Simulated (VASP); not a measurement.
# SnGe3Te4 (Pm) in VASP: single point with PBE

Aim: the single point of SnGe3Te4 with PBE.

Everything below comes from runs of VASP 6.6.1. Logs are shortened: lines on timing, memory, paths and dates and some standing lists are left out, and cuts for length are marked.

## 1. The cell of the first run

The structure is monoclinic, space group Pm (No. 6). The conventional cell has a = 4.487 Å, b = 4.288 Å, c = 12.420 Å, α = 90.00°, β = 92.64°, γ = 90.00°. Within 4.0 Å of Sn (site symmetry m) lie 6 Te at 3.04 to 3.35 Å. Ge (site symmetry m) has 6 Te at 2.86 to 3.37 Å within 3.8 Å. Ge (site symmetry m) has 6 Te at 2.86 to 3.38 Å within 3.8 Å. Ge (site symmetry m) has 6 Te at 2.85 to 3.47 Å within 3.8 Å. Within 3.8 Å of Te (site symmetry m) lie 5 Ge at 2.86 to 3.38 Å and 1 Sn at 3.35 Å. Te (site symmetry m) has 2 Ge at 2.88 to 3.47 Å and 4 Sn at 3.04 to 3.18 Å within 3.8 Å. Te (site symmetry m) has 5 Ge at 2.85 to 3.38 Å and 1 Sn at 3.06 Å within 3.8 Å. Te (site symmetry m) has 6 Ge at 2.85 to 3.37 Å within 3.8 Å.

## 2. Single point, PBE

INCAR reads:

```
SYSTEM = SnGe3Te4
PREC     = Accurate       ! precision mode
ENCUT    = 520            ! plane-wave cutoff, eV
EDIFF    = 1E-6           ! SCF threshold, eV
ISMEAR   = 0              ! smearing method
SIGMA    = 0.1            ! smearing width, eV
LREAL    = .False.        ! projectors in reciprocal space
LASPH    = .True.         ! aspherical terms in the spheres
NELM     = 100            ! most SCF steps
ALGO     = Normal         ! electronic algorithm
ISIF     = 2              ! what is computed and relaxed
LWAVE    = .False.        ! write WAVECAR
LCHARG   = .True.         ! write CHGCAR
GGA      = PE             ! functional
LELF     = .True.         ! ELF
LVHAR    = .True.       
NBANDS   = 50             ! bands
```

KPOINTS reads:

```
regular mesh
0
Gamma
  4 4 2
  0 0 0
```

POSCAR reads:

```
SnGe3Te4
1.0
    4.4865079267      0.0000000000      0.0000000000
    0.0000000000      4.2883907212      0.0000000000
   -0.5713182999      0.0000000000     12.4071071233
Sn Ge Te
1 3 4
Direct
    0.0049808560      0.0000000000      0.4942238262
    0.0396545392      0.0000000000      0.9933959575
    0.5525958893      0.5000000000      0.7452744967
    0.5302838836      0.5000000000      0.2357682451
    0.9753357583      0.0000000000      0.7629680917
    0.4853764500      0.5000000000      0.5137588819
    0.9498641584      0.0000000000      0.2478980353
    0.4619084654      0.5000000000      0.0067124657
```

Potentials or basis: VASP PAW PBE potentials, release 64 (Sn_d, Ge_d, Te).

Launch:

```bash
cat potpaw_PBE.64/Sn_d/POTCAR potpaw_PBE.64/Ge_d/POTCAR potpaw_PBE.64/Te/POTCAR > POTCAR
mpirun -np 1 vasp_std > vasp.out
```

OUTCAR:

```text
SYSTEM = SnGe3Te4
   PREC = Accurate
   ENCUT = 520
   EDIFF = 1E-6
   ISMEAR = 0
   LREAL = .False.
   LASPH = .True.
   NELM = 100
   ISIF = 2
   GGA = PE

 ion  position               nearest neighbor table
   1  0.005  0.000  0.494-   6 3.04   6 3.04   7 3.06   6 3.18   6 3.18   5 3.35
   2  0.040  0.000  0.993-   8 2.86   8 2.86   5 2.86   7 3.20
   3  0.553  0.500  0.745-   5 2.86   5 2.86   6 2.88   8 3.29
   4  0.530  0.500  0.236-   8 2.85   7 2.85   7 2.85
   5  0.975  0.000  0.763-   2 2.86   3 2.86   3 2.86   1 3.35
   6  0.485  0.500  0.514-   3 2.88   1 3.04   1 3.04   1 3.18   1 3.18
   7  0.950  0.000  0.248-   4 2.85   4 2.85   1 3.06   2 3.20
   8  0.462  0.500  0.007-   4 2.85   2 2.86   2 2.86   3 3.29

  LATTYP: Found a simple monoclinic cell.
 ALAT       =     4.4865079267
 B/A-ratio  =     0.9558415568
 C/A-ratio  =     2.7683566590
 COS(beta)  =    -0.0459989220

  Lattice vectors:

 A1 = (   4.4865079267,   0.0000000000,   0.0000000000)
 A2 = (   0.0000000000,   4.2883907212,   0.0000000000)
 A3 = (  -0.5713182999,   0.0000000000,  12.4071071233)

Analysis of symmetry for initial positions (statically):
=====================================================================
 Subroutine PRICEL returns:
 Original cell was already a primitive cell.

 Routine SETGRP: Setting up the symmetry group for a
 simple monoclinic supercell.

 Subroutine GETGRP returns: Found  2 space group operations
 (whereof  2 operations were pure point group operations)
 out of a pool of  4 trial point group operations.

The static configuration has the point symmetry C_1h.

Analysis of symmetry for dynamics (positions and initial velocities):
=====================================================================
 Subroutine PRICEL returns:
 Original cell was already a primitive cell.

 Routine SETGRP: Setting up the symmetry group for a
 simple monoclinic supercell.

 Subroutine GETGRP returns: Found  2 space group operations
 (whereof  2 operations were pure point group operations)
 out of a pool of  4 trial point group operations.

The dynamic configuration has the point symmetry C_1h.

 Subroutine INISYM returns: Found  2 space group operations
 (whereof  2 operations are pure point group operations),
 and found     1 'primitive' translations

----------------------------------------------------------------------------------------

                                     Primitive cell

  volume of cell :     238.7115

[... 99 lines left out ...]
   ISIF   =      2    stress and relaxation
   ISYM   =      2    0-nonsym 1-usesym 2-fastsym
   POTIM  = 0.5000    time-step for ionic-motion
   TEBEG  =    0.0;   TEEND  =   0.0 temperature during run
   PSTRESS=    0.0 pullay stress
   NELECT =      80.0000    total number of electrons
   NUPDOWN=      -1.0000    fix difference up-down
   EMIN   =  10.00;   EMAX   =-10.00  energy-range for DOS
   EFERMI =   0.00;   METHOD = LEGACY
   ISMEAR =     0;   SIGMA  =   0.10  broadening in eV -4-tet -1-fermi 0-gaus
   EFERMI_NEDOS =   21; number of points for ismear=-14 and -15
   IALGO  =     38    algorithm
   IMIX   =      4    mixing-type and parameters
     AMIX     =   0.40;   BMIX     =  1.00
     AMIX_MAG =   1.60;   BMIX_MAG =  1.00
  volume/ion in A,a.u.               =      29.84       201.36
  Fermi-wavevector in a.u.,A,eV,Ry     =   1.137139  2.148882 17.593504  1.293086
  Thomas-Fermi vector in A             =   2.273844
   LORBIT       =      0    0 simple, 1 ext, 2 COOP (PROOUT), +10 PAW based schemes
   GGA     = PE    functional components
   LHFCALC =     F    Hartree Fock is set to
   AEXX    =    0.0000 exact exchange contribution
   IVDW    =     0    specifies the selected vdW correction
   LEPSILON=     F    determine dielectric tensor
   LRPA    =     F    only Hartree local field effects (RPA)
 non-spin polarized calculation
 Gauss-broadening in eV      SIGMA  =   0.10
  energy-cutoff  :      520.00
  volume of cell :      238.71
 maximum number of plane-waves:      6454
 NGX is ok and might be reduce to    36
   NGX = 17   NGY = 15   NGZ = 47

 number of electron      79.9999981 magnetization

 Free energy of the ion-electron system (eV)
  ---------------------------------------------------
  ext. energy  EPLUGINS =         0.00000000
  ---------------------------------------------------
  free energy    TOTEN  =       -31.03790371 eV

  energy without entropy =      -31.03752199  energy(sigma->0) =      -31.03771285

 E-fermi :   5.7582     XC(G=0):  -9.4087

 val. band max:        5.6017557257   @ k =   0.5000   0.0000  -0.0000
 cond. band min:       5.9084624844   @ k =   0.0000   0.5000   0.0000
 fundamental gap:      0.3067067587
 Fermi energy:         5.7581546014

 k-point     1 :       0.0000    0.0000    0.0000
  band No.  band energies     occupation
      1     -19.3034      2.00000
      2     -19.2983      2.00000
      3     -19.2926      2.00000
      4     -19.2922      2.00000
      5     -19.2887      2.00000
      6     -19.2757      2.00000
[... 943 lines left out ...]
     49      10.9083      0.00000
     50      10.9495      0.00000

------------------------ aborting loop because EDIFF is reached ----------------------------------------

  FORCE on cell =-STRESS in cart. coord.  units (eV):
  Direction    XX          YY          ZZ          XY          YZ          ZX
  --------------------------------------------------------------------------------------
  -------------------------------------------------------------------------------------
  Total       -0.4304575      0.2377891     -0.3391453      0.0000000      0.0000000      0.0107230
  in kB       -2.8891327      1.5959864     -2.2762662      0.0000000      0.0000000      0.0719702
  external PRESSURE =      -1.1898042 kB  Pullay stress =       0.0000000 kB

 VOLUME and BASIS-vectors are now :
 -----------------------------------------------------------------------------
  energy-cutoff  :      520.00
  volume of cell :      238.71
      direct lattice vectors                 reciprocal lattice vectors
     4.486507927  0.000000000  0.000000000     0.222890501  0.000000000  0.010263587
     0.000000000  4.288390721  0.000000000     0.000000000  0.233187707  0.000000000
    -0.571318300  0.000000000 12.407107123     0.000000000  0.000000000  0.080598966

 POSITION                                       TOTAL-FORCE (eV/Angst)
 -----------------------------------------------------------------------------------
     -0.26001      0.00000      6.13189         0.040021      0.000000     -0.019583
     -0.38963      0.00000     12.32517         0.056463      0.000000      0.018781
      2.05344      2.14420      9.24670         0.029485      0.000000     -0.011548
      2.24442      2.14420      2.92520         0.064718      0.000000     -0.008293
      3.93995      0.00000      9.46623        -0.044797      0.000000     -0.039861
      1.88413      2.14420      6.37426        -0.033462      0.000000      0.053367
      4.11994      0.00000      3.07570        -0.059192      0.000000     -0.012363
      2.06852      2.14420      0.08328        -0.053236      0.000000      0.019501
 -----------------------------------------------------------------------------------
    total drift:                                0.000346     -0.000000     -0.001282

  FREE ENERGIE OF THE ION-ELECTRON SYSTEM (eV)
  ---------------------------------------------------
  free  energy   TOTEN  =       -31.0379037085 eV

  energy  without entropy=      -31.0375219927  energy(sigma->0) =      -31.03771285
```

OSZICAR:

```text
N       E                     dE             d eps       ncg     rms          rms(c)
DAV:   1     0.812244553714E+03    0.81224E+03   -0.35135E+04  2248   0.283E+03
DAV:   2     0.132890994053E+03   -0.67935E+03   -0.65040E+03  1800   0.805E+02
DAV:   3    -0.192057723768E+02   -0.15210E+03   -0.14684E+03  2106   0.216E+02
DAV:   4    -0.307302102052E+02   -0.11524E+02   -0.11364E+02  2156   0.658E+01
DAV:   5    -0.311037142098E+02   -0.37350E+00   -0.37192E+00  2228   0.124E+01    0.911E+00
DAV:   6    -0.310327909191E+02    0.70923E-01   -0.26642E-01  2592   0.288E+00    0.605E+00
DAV:   7    -0.310440174714E+02   -0.11227E-01   -0.15562E-01  2372   0.160E+00    0.619E-01
DAV:   8    -0.310373306910E+02    0.66868E-02   -0.23771E-02  2050   0.887E-01    0.485E-01
DAV:   9    -0.310377375964E+02   -0.40691E-03   -0.30307E-03  2282   0.192E-01    0.183E-01
DAV:  10    -0.310378483762E+02   -0.11078E-03   -0.21581E-04  2348   0.649E-02    0.519E-02
DAV:  11    -0.310379021105E+02   -0.53734E-04   -0.96951E-05  2124   0.463E-02    0.310E-02
DAV:  12    -0.310379046690E+02   -0.25585E-05   -0.84259E-06  1944   0.162E-02    0.173E-02
DAV:  13    -0.310379037085E+02    0.96044E-06   -0.23085E-06  1590   0.634E-03
   1 F= -.31037904E+02 E0= -.31037713E+02  d E =-.381716E-03
```

stdout:

```text
POSCAR found type information on POSCAR SnGeTe
 POSCAR found :  3 types and       8 ions
 scaLAPACK will be used
 LDA part: xc-table for (Slater+PW92), standard interpolation
 POSCAR, INCAR and KPOINTS ok, starting setup
 FFT: planning ... GRIDC
 FFT: planning ... GRID_SOFT
 FFT: planning ... GRID
 WAVECAR not read
 entering main loop
```

It took 4.5 min on 1 thread of Intel Xeon 8259CL, shared host; peak memory 0.44 GiB.

Results:

```yaml
Free_energy: -31.0379 eV
Pressure: -0.1 GPa
Largest_force: 0.065 eV/Å
Band_gap_on_the_k_mesh: 0.31 eV (least direct gap 0.34 eV)
```

Forces on the atoms (eV/Å):
```
Sn   0.040  0.000 -0.020
Ge   0.056  0.000  0.019
Ge   0.029  0.000 -0.012
Ge   0.065  0.000 -0.008
Te  -0.045  0.000 -0.040
Te  -0.033  0.000  0.053
Te  -0.059  0.000 -0.012
Te  -0.053  0.000  0.020
```

Stress tensor (GPa, compression positive):
```
-0.29  0.00  0.01
 0.00  0.16  0.00
 0.01  0.00 -0.23
```

Caveat: semilocal functionals underestimate gaps, and a narrow one can read as zero; spin-orbit coupling is left out, which moves the levels of the heavy elements. A k mesh can miss the band edges.
